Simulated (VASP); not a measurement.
Write the native input for VASP 6.6.1 that does the following.

| Quantity | Value |
| --- | --- |
| Task | single point |
| Functional | PBE |
| Potentials or basis | VASP PAW PBE potentials, release 64 (Mo_sv) |
| Cutoff | 500 eV |
| k mesh | 10 × 10 × 10 |
| Occupations | methfessel-paxton, width 0.01 eV |
| Spin | no spin polarisation |
| Dipole correction | no |
| Further INCAR settings | ALGO = Normal; EDIFF = 1e-06; NBANDS = 13 |

The structure of Mo lies in POSCAR:

```
Mo
1.0
   -1.6118060227      1.6118060227      1.6118060227
    1.6118060227     -1.6118060227      1.6118060227
    1.6118060227      1.6118060227     -1.6118060227
Mo
1
Direct
    0.0000000000      0.0000000000      0.0000000000
```

The input as run:

INCAR

```
PREC = Accurate ; ENCUT = 500
EDIFF = 1E-6 ; ISMEAR = 1
SIGMA = 0.01 ; LREAL = False
LASPH = True ; NELM = 120
ALGO = Normal ; ISIF = 2
LWAVE = False ; LCHARG = True
GGA = PE ; LELF = True
LVHAR = True ; NBANDS = 13
GGA_COMPAT = False
```

KPOINTS

```
regular mesh
0
Gamma
  10 10 10
```

Potentials or basis: VASP PAW PBE potentials, release 64 (Mo_sv).

Launch:

```console
$ cat potpaw_PBE.64/Mo_sv/POTCAR > POTCAR
$ mpirun -np 1 vasp_std > vasp.out
```

It gave:

```json
{
 "Pressure": "-13.8 GPa",
 "Band gap on the k mesh": "zero (band 7 reaches 15.14 eV, above the bottom of band 8 at 10.30 eV)"
}
```

Wall time 9.9 s on 1 thread of AMD EPYC 7R13, on a shared host, peak memory 0.1 GiB.
